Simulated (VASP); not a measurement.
# ZnF2 (P4_2/mnm) in VASP: electric field gradients with PBE

Aim: the electric field gradients of ZnF2 with PBE.

Program: VASP 6.6.1. These are calculated values, not measurements. Logs are shortened: lines on timing, memory, paths and dates and some standing lists are left out, and cuts for length are marked.

### Step 1. The cell of the first run

The structure is tetragonal, space group P4_2/mnm (No. 136). Conventional cell: a = 4.705 Å, b = 4.705 Å, c = 3.134 Å, α = 90.00°, β = 90.00°, γ = 90.00°. Zn (site symmetry mmm) has 6 F at 2.01 to 2.05 Å within 2.7 Å. F (site symmetry m2m) has 3 Zn at 2.01 to 2.05 Å and 1 F at 2.63 Å within 2.7 Å.

### Step 2. Electric field gradients, PBE

File INCAR:

```
PREC     = Accurate       # precision mode
ENCUT    = 520            # plane-wave cutoff, eV
EDIFF    = 1E-8           # SCF threshold, eV
ISMEAR   = 0              # smearing method
SIGMA    = 0.01           # smearing width, eV
LREAL    = False          # projectors in reciprocal space
LASPH    = True           # aspherical terms in the spheres
NELM     = 120            # most SCF steps
ALGO     = Normal         # electronic algorithm
ISIF     = 2              # what is computed and relaxed
LWAVE    = False          # write WAVECAR
LCHARG   = False          # write CHGCAR
GGA      = PE             # functional
LEFG     = True         
NBANDS   = 180            # bands
GGA_COMPAT= False
```

File KPOINTS:

```
Automatic mesh
0
Gamma
  3 3 2
```

File POSCAR:

```
ZnF2
1.0
    4.7048000000      4.7048000000      0.0000000000
   -4.7048000000      4.7048000000      0.0000000000
    0.0000000000      0.0000000000      9.4014000000
Zn F
12 24
Direct
    0.0000000000      0.0000000000      0.0000000000
    0.0000000000      0.0000000000      0.3333333333
    0.0000000000      0.0000000000      0.6666666667
    0.5000000000      0.5000000000      0.0000000000
    0.5000000000      0.5000000000      0.3333333333
    0.5000000000      0.5000000000      0.6666666667
    0.5000000000      0.0000000000      0.1666666667
    0.5000000000      0.0000000000      0.5000000000
    0.5000000000      0.0000000000      0.8333333333
    0.0000000000      0.5000000000      0.1666666667
    0.0000000000      0.5000000000      0.5000000000
    0.0000000000      0.5000000000      0.8333333333
    0.3024000000      0.0000000000      0.0000000000
    0.3024000000      0.0000000000      0.3333333333
    0.3024000000      0.0000000000      0.6666666667
    0.8024000000      0.5000000000      0.0000000000
    0.8024000000      0.5000000000      0.3333333333
    0.8024000000      0.5000000000      0.6666666667
    0.5000000000      0.3024000000      0.1666666667
    0.5000000000      0.3024000000      0.5000000000
    0.5000000000      0.3024000000      0.8333333333
    0.0000000000      0.8024000000      0.1666666667
    0.0000000000      0.8024000000      0.5000000000
    0.0000000000      0.8024000000      0.8333333333
    0.6976000000      0.0000000000      0.0000000000
    0.6976000000      0.0000000000      0.3333333333
    0.6976000000      0.0000000000      0.6666666667
    0.1976000000      0.5000000000      0.0000000000
    0.1976000000      0.5000000000      0.3333333333
    0.1976000000      0.5000000000      0.6666666667
    0.5000000000      0.6976000000      0.1666666667
    0.5000000000      0.6976000000      0.5000000000
    0.5000000000      0.6976000000      0.8333333333
    0.0000000000      0.1976000000      0.1666666667
    0.0000000000      0.1976000000      0.5000000000
    0.0000000000      0.1976000000      0.8333333333
```

Potentials or basis: VASP PAW PBE potentials, release 64 (Zn, F).

Started as:

```bash
cat potpaw_PBE.64/Zn/POTCAR potpaw_PBE.64/F/POTCAR > POTCAR
mpirun -np 1 vasp_std > vasp.out
```

OUTCAR:

```text
PREC = Accurate
   ENCUT = 520
   EDIFF = 1E-8
   ISMEAR = 0
   LREAL = False
   LASPH = True
   NELM = 120
   ISIF = 2
   GGA = PE

 ion  position               nearest neighbor table
   1  0.000  0.000  0.000-  13 2.01  25 2.01  24 2.05  22 2.05  34 2.05  36 2.05
   2  0.000  0.000  0.333-  14 2.01  26 2.01  22 2.05  34 2.05  23 2.05  35 2.05
   3  0.000  0.000  0.667-  15 2.01  27 2.01  24 2.05  36 2.05  35 2.05  23 2.05
   4  0.500  0.500  0.000-  16 2.01  28 2.01  21 2.05  19 2.05  31 2.05  33 2.05
   5  0.500  0.500  0.333-  17 2.01  29 2.01  19 2.05  31 2.05  20 2.05  32 2.05
   6  0.500  0.500  0.667-  18 2.01  30 2.01  21 2.05  33 2.05  32 2.05  20 2.05
   7  0.500  0.000  0.167-  19 2.01  31 2.01  26 2.05  14 2.05  13 2.05  25 2.05
   8  0.500  0.000  0.500-  20 2.01  32 2.01  14 2.05  26 2.05  27 2.05  15 2.05
   9  0.500  0.000  0.833-  21 2.01  33 2.01  27 2.05  15 2.05  13 2.05  25 2.05
  10  0.000  0.500  0.167-  22 2.01  34 2.01  29 2.05  17 2.05  16 2.05  28 2.05
  11  0.000  0.500  0.500-  23 2.01  35 2.01  17 2.05  29 2.05  30 2.05  18 2.05
  12  0.000  0.500  0.833-  24 2.01  36 2.01  30 2.05  18 2.05  16 2.05  28 2.05
  13  0.302  0.000  0.000-   1 2.01   7 2.05   9 2.05
  14  0.302  0.000  0.333-   2 2.01   7 2.05   8 2.05
  15  0.302  0.000  0.667-   3 2.01   9 2.05   8 2.05
  16  0.802  0.500  0.000-   4 2.01  10 2.05  12 2.05
  17  0.802  0.500  0.333-   5 2.01  10 2.05  11 2.05
[... 26 lines left out ...]
 A1 = (   4.7048000000,   4.7048000000,   0.0000000000)
 A2 = (  -4.7048000000,   4.7048000000,   0.0000000000)
 A3 = (   0.0000000000,   0.0000000000,   9.4014000000)

Analysis of symmetry for initial positions (statically):
=====================================================================
 Subroutine PRICEL returns following result:

  LATTYP: Found a simple tetragonal cell.
 ALAT       =     4.7048000000
 C/A-ratio  =     0.6660856996

  Lattice vectors:

 A1 = (   4.7048000000,   0.0000000000,   0.0000000000)
 A2 = (   0.0000000000,   4.7048000000,   0.0000000000)
 A3 = (   0.0000000000,   0.0000000000,   3.1337999997)

   6 primitive cells build up your supercell.

 Routine SETGRP: Setting up the symmetry group for a
 simple tetragonal supercell.

 Subroutine GETGRP returns: Found 16 space group operations
 (whereof  8 operations were pure point group operations)
 out of a pool of 16 trial point group operations.

The static configuration has the point symmetry D_2h.
 The point group associated with its full space group is D_4h.

Analysis of symmetry for dynamics (positions and initial velocities):
=====================================================================
 Subroutine PRICEL returns following result:

  LATTYP: Found a simple tetragonal cell.
 ALAT       =     4.7048000000
 C/A-ratio  =     0.6660856996

  Lattice vectors:

 A1 = (   4.7048000000,   0.0000000000,   0.0000000000)
 A2 = (   0.0000000000,   4.7048000000,   0.0000000000)
 A3 = (   0.0000000000,   0.0000000000,   3.1337999997)

   6 primitive cells build up your supercell.

 Routine SETGRP: Setting up the symmetry group for a
 simple tetragonal supercell.

 Subroutine GETGRP returns: Found 16 space group operations
 (whereof  8 operations were pure point group operations)
 out of a pool of 16 trial point group operations.

The dynamic configuration has the point symmetry D_2h.
 The point group associated with its full space group is D_4h.

 Subroutine INISYM returns: Found 16 space group operations
 (whereof  8 operations are pure point group operations),
 and found     6 'primitive' translations

----------------------------------------------------------------------------------------

                                     Primitive cell

  volume of cell :      69.3671

  direct lattice vectors                    reciprocal lattice vectors
     4.704800000  0.000000000  0.000000000     0.212548886  0.000000000  0.000000000
     0.000000000  4.704800000  0.000000000     0.000000000  0.212548886  0.000000000
     0.000000000  0.000000000  3.133800000     0.000000000  0.000000000  0.319101410
[... 80 lines left out ...]
   ISYM   =      2    0-nonsym 1-usesym 2-fastsym
   POTIM  = 0.5000    time-step for ionic-motion
   TEBEG  =    0.0;   TEEND  =   0.0 temperature during run
   PSTRESS=    0.0 pullay stress
   NELECT =     312.0000    total number of electrons
   NUPDOWN=      -1.0000    fix difference up-down
   EMIN   =  10.00;   EMAX   =-10.00  energy-range for DOS
   EFERMI =   0.00;   METHOD = LEGACY
   ISMEAR =     0;   SIGMA  =   0.01  broadening in eV -4-tet -1-fermi 0-gaus
   EFERMI_NEDOS =   21; number of points for ismear=-14 and -15
   IALGO  =     38    algorithm
   IMIX   =      4    mixing-type and parameters
     AMIX     =   0.40;   BMIX     =  1.00
     AMIX_MAG =   1.60;   BMIX_MAG =  1.00
  volume/ion in A,a.u.               =      11.56        78.02
  Fermi-wavevector in a.u.,A,eV,Ry     =   1.487161  2.810327 30.091308  2.211649
  Thomas-Fermi vector in A             =   2.600357
   LORBIT       =      0    0 simple, 1 ext, 2 COOP (PROOUT), +10 PAW based schemes
   GGA     = PE    functional components
   LHFCALC =     F    Hartree Fock is set to
   AEXX    =    0.0000 exact exchange contribution
   IVDW    =     0    specifies the selected vdW correction
   LEPSILON=     F    determine dielectric tensor
   LRPA    =     F    only Hartree local field effects (RPA)
 non-spin polarized calculation
 Gauss-broadening in eV      SIGMA  =   0.01
  energy-cutoff  :      520.00
  volume of cell :      416.20
 maximum number of plane-waves:     11219
 NGX is ok and might be reduce to    50
   NGX = 25   NGY = 25   NGZ = 35

 number of electron     312.0000100 magnetization

 Free energy of the ion-electron system (eV)
  ---------------------------------------------------
  ext. energy  EPLUGINS =         0.00000000
  ---------------------------------------------------
  free energy    TOTEN  =      -138.94970075 eV

  energy without entropy =     -138.94970075  energy(sigma->0) =     -138.94970075

 E-fermi :  -1.0345     XC(G=0): -10.2771

 val. band max:       -1.1024333131   @ k =   0.0000   0.0000   0.0000
 cond. band min:       2.3723261641   @ k =   0.0000   0.0000   0.0000
 fundamental gap:      3.4747594772
 Fermi energy:        -1.0344932156

 k-point     1 :       0.0000    0.0000    0.0000
  band No.  band energies     occupation
      1     -23.0120      2.00000
      2     -22.6975      2.00000
      3     -22.6975      2.00000
      4     -22.5779      2.00000
      5     -22.5779      2.00000
      6     -22.4500      2.00000
[... 1015 lines left out ...]
    167       7.4677      0.00000
    168       7.4677      0.00000
 [bands above 168 left out]

------------------------ aborting loop because EDIFF is reached ----------------------------------------

  FORCE on cell =-STRESS in cart. coord.  units (eV):
  Direction    XX          YY          ZZ          XY          YZ          ZX
  --------------------------------------------------------------------------------------
  -------------------------------------------------------------------------------------
  Total       16.2656813     16.2656813     18.3323546      0.0000000      0.0000000      0.0000000
  in kB       62.6149419     62.6149419     70.5706265      0.0000000      0.0000000      0.0000000
  external PRESSURE =      65.2668367 kB  Pullay stress =       0.0000000 kB

 VOLUME and BASIS-vectors are now :
 -----------------------------------------------------------------------------
  energy-cutoff  :      520.00
  volume of cell :      416.20
      direct lattice vectors                 reciprocal lattice vectors
     4.704800000  4.704800000  0.000000000     0.106274443  0.106274443  0.000000000
    -4.704800000  4.704800000  0.000000000    -0.106274443  0.106274443  0.000000000
     0.000000000  0.000000000  9.401400000     0.000000000  0.000000000  0.106367137

 POSITION                                       TOTAL-FORCE (eV/Angst)
 -----------------------------------------------------------------------------------
      0.00000      0.00000      0.00000        -0.000000      0.000000      0.000000
      0.00000      0.00000      3.13380        -0.000000      0.000000     -0.000000
      0.00000      0.00000      6.26760        -0.000000      0.000000     -0.000000
      0.00000      4.70480      0.00000        -0.000000      0.000000      0.000000
      0.00000      4.70480      3.13380        -0.000000      0.000000     -0.000000
      0.00000      4.70480      6.26760        -0.000000      0.000000     -0.000000
[... 28 lines left out ...]
     -0.92967      0.92967      4.70070         0.009250     -0.009250     -0.000000
     -0.92967      0.92967      7.83450         0.009250     -0.009250      0.000000
 -----------------------------------------------------------------------------------
    total drift:                               -0.000000      0.000000     -0.000000

  FREE ENERGIE OF THE ION-ELECTRON SYSTEM (eV)
  ---------------------------------------------------
  free  energy   TOTEN  =      -138.9497007509 eV

  energy  without entropy=     -138.9497007509  energy(sigma->0) =     -138.94970075

 Electric field gradients (V/A^2)
---------------------------------------------------------------------
 ion       V_xx      V_yy      V_zz      V_xy      V_xz      V_yz
---------------------------------------------------------------------
   1       5.542     5.542   -11.083   -17.751     0.000    -0.000
   2       5.538     5.538   -11.077   -17.751    -0.000    -0.000
   3       5.538     5.538   -11.077   -17.751     0.000    -0.000
   4       5.542     5.542   -11.083   -17.751    -0.000     0.000
   5       5.538     5.538   -11.077   -17.751    -0.000    -0.000
   6       5.538     5.538   -11.077   -17.751    -0.000     0.000
[... 28 lines left out ...]
  35     -12.782   -12.782    25.564   -77.830    -0.000     0.000
  36     -12.787   -12.787    25.574   -77.831     0.000    -0.000
---------------------------------------------------------------------

 Electric field gradients after diagonalization (V/A^2)
 (convention: |V_zz| > |V_xx| > |V_yy|)
----------------------------------------------------------------------
 ion       V_xx      V_yy      V_zz     asymmetry (V_yy - V_xx)/ V_zz
----------------------------------------------------------------------
   1     -12.210   -11.083    23.293       0.048
   2     -12.213   -11.077    23.290       0.049
   3     -12.213   -11.077    23.290       0.049
   4     -12.210   -11.083    23.293       0.048
   5     -12.213   -11.077    23.290       0.049
   6     -12.213   -11.077    23.290       0.049
[... 28 lines left out ...]
  35      65.048    25.564   -90.613       0.436
  36      65.044    25.574   -90.618       0.436
----------------------------------------------------------------------

           NMR quadrupolar parameters

 Cq : quadrupolar parameter    Cq=e*Q*V_zz/h
 eta: asymmetry parameters     (V_yy - V_xx)/ V_zz
 Q  : nuclear electric quadrupole moment in mb (millibarn)
----------------------------------------------------------------------
 ion       Cq(MHz)       eta       Q (mb)
----------------------------------------------------------------------
   1       0.056       0.048       1.000
   2       0.056       0.049       1.000
   3       0.056       0.049       1.000
   4       0.056       0.048       1.000
   5       0.056       0.049       1.000
   6       0.056       0.049       1.000
[... 28 lines left out ...]
  35      -0.219       0.436       1.000
  36      -0.219       0.436       1.000
----------------------------------------------------------------------
```

Wall time 36 min (1 thread of Intel Xeon 8259CL, shared host); peak memory 0.62 GiB.

Results:

```yaml
Free_energy: -138.9497 eV
Pressure: 6.5 GPa
Largest_force: 0.013 eV/Å
Band_gap_on_the_k_mesh: 3.47 eV
Largest_electric_field_gradient_by_atom: Zn +23.3; F -90.6 V/Å²
```

Forces in eV/Å, atoms in the order of the input:
```
Zn   0.000  0.000  0.000
Zn   0.000  0.000  0.000
Zn   0.000  0.000  0.000
Zn   0.000  0.000  0.000
Zn   0.000  0.000  0.000
Zn   0.000  0.000  0.000
Zn   0.000  0.000  0.000
Zn   0.000  0.000  0.000
Zn   0.000  0.000  0.000
Zn   0.000  0.000  0.000
Zn   0.000  0.000  0.000
Zn   0.000  0.000  0.000
F    0.009  0.009  0.000
F    0.009  0.009  0.000
F    0.009  0.009  0.000
F    0.009  0.009  0.000
F    0.009  0.009  0.000
F    0.009  0.009  0.000
F   -0.009  0.009  0.000
F   -0.009  0.009  0.000
F   -0.009  0.009  0.000
F   -0.009  0.009  0.000
F   -0.009  0.009  0.000
F   -0.009  0.009  0.000
F   -0.009 -0.009  0.000
F   -0.009 -0.009  0.000
F   -0.009 -0.009  0.000
F   -0.009 -0.009  0.000
F   -0.009 -0.009  0.000
F   -0.009 -0.009  0.000
F    0.009 -0.009  0.000
F    0.009 -0.009  0.000
F    0.009 -0.009  0.000
F    0.009 -0.009  0.000
F    0.009 -0.009  0.000
F    0.009 -0.009  0.000
```

Levels at points of the mesh, in eV from the valence-band top:
| k point | band 153 | band 154 | band 155 | band 156 | band 157 | band 158 | band 159 | band 160 |
| --- | --- | --- | --- | --- | --- | --- | --- | --- |
| (0.00, 0.00, 0.00) | -0.40 | -0.38 | -0.38 | 0.00 | 3.47 | 6.29 | 6.29 | 7.03 |
| (0.00, 0.00, 0.50) | -0.59 | -0.59 | -0.21 | -0.21 | 4.38 | 4.38 | 7.31 | 7.31 |

Electric field gradients, principal values (V/Å²):
```csv
atom,least,middle,greatest (by size)
1 Zn,-11.083,-12.210,23.293
2 Zn,-11.077,-12.213,23.290
3 Zn,-11.077,-12.213,23.290
4 Zn,-11.083,-12.210,23.293
5 Zn,-11.077,-12.213,23.290
6 Zn,-11.077,-12.213,23.290
7 Zn,-11.077,-12.213,23.290
8 Zn,-11.083,-12.210,23.293
9 Zn,-11.077,-12.213,23.290
10 Zn,-11.077,-12.213,23.290
11 Zn,-11.083,-12.210,23.293
12 Zn,-11.077,-12.213,23.290
13 F,25.564,65.048,-90.613
14 F,25.574,65.044,-90.618
15 F,25.574,65.044,-90.618
16 F,25.564,65.048,-90.613
17 F,25.574,65.044,-90.618
18 F,25.574,65.044,-90.618
19 F,25.574,65.044,-90.618
20 F,25.564,65.048,-90.613
21 F,25.574,65.044,-90.618
22 F,25.574,65.044,-90.618
23 F,25.564,65.048,-90.613
24 F,25.574,65.044,-90.618
25 F,25.564,65.048,-90.613
26 F,25.574,65.044,-90.618
27 F,25.574,65.044,-90.618
28 F,25.564,65.048,-90.613
29 F,25.574,65.044,-90.618
30 F,25.574,65.044,-90.618
31 F,25.574,65.044,-90.618
32 F,25.564,65.048,-90.613
33 F,25.574,65.044,-90.618
34 F,25.574,65.044,-90.618
35 F,25.564,65.048,-90.613
36 F,25.574,65.044,-90.618
```

Caveat: the cell stands under pressure; without QUAD_EFG the Cq values of the log hold for a quadrupole moment of 1 mb, not for the nuclei.
